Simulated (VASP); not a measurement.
A run of VASP 6.6.1 is set up as follows.

File POSCAR:

```
CdSe
1.0
    0.0000000000      3.0984146730      3.0984146730
    3.0984146730      0.0000000000      3.0984146730
    3.0984146730      3.0984146730      0.0000000000
Cd Se
1 1
Direct
    0.0000000000      0.0000000000      0.0000000000
    0.7500000000      0.7500000000      0.7500000000
```

INCAR.step1

```
PREC = Accurate
ENCUT = 520
ISMEAR = 0
SIGMA = 0.02
LREAL = False
LASPH = True
NELM = 60
NBANDS = 16
GGA = PE
ALGO = Normal
EDIFF = 1E-4
LWAVE = True
LCHARG = False
```

INCAR.step2

```
PREC = Accurate
ENCUT = 520
EDIFF = 1E-6
ISMEAR = 0
SIGMA = 0.02
LREAL = False
LASPH = True
NELM = 60
ALGO = Normal
ISIF = 2
LWAVE = False
LCHARG = False
METAGGA = R2SCAN
LMIXTAU = True
NBANDS = 16
ISTART = 1
```

File KPOINTS:

```
Automatic mesh
0
Gamma
  10 10 10
```

Potentials or basis: VASP PAW PBE potentials, release 64 (Cd, Se).

Command:

```sh
$ cat potpaw_PBE.64/Cd/POTCAR potpaw_PBE.64/Se/POTCAR > POTCAR
$ cp INCAR.step1 INCAR
$ mpirun -np 1 vasp_std > vasp.out
$ cp INCAR.step2 INCAR
$ mpirun -np 1 vasp_std > vasp.out
```

(1) Estimate the pressure.

(2) What does it give for the band gap on the k mesh?

Answers

(1) -1.3 GPa.

(2) 0.96 eV, direct.

Caveat: the PAW data sets were made with another functional, which shifts forces and pressure a little.
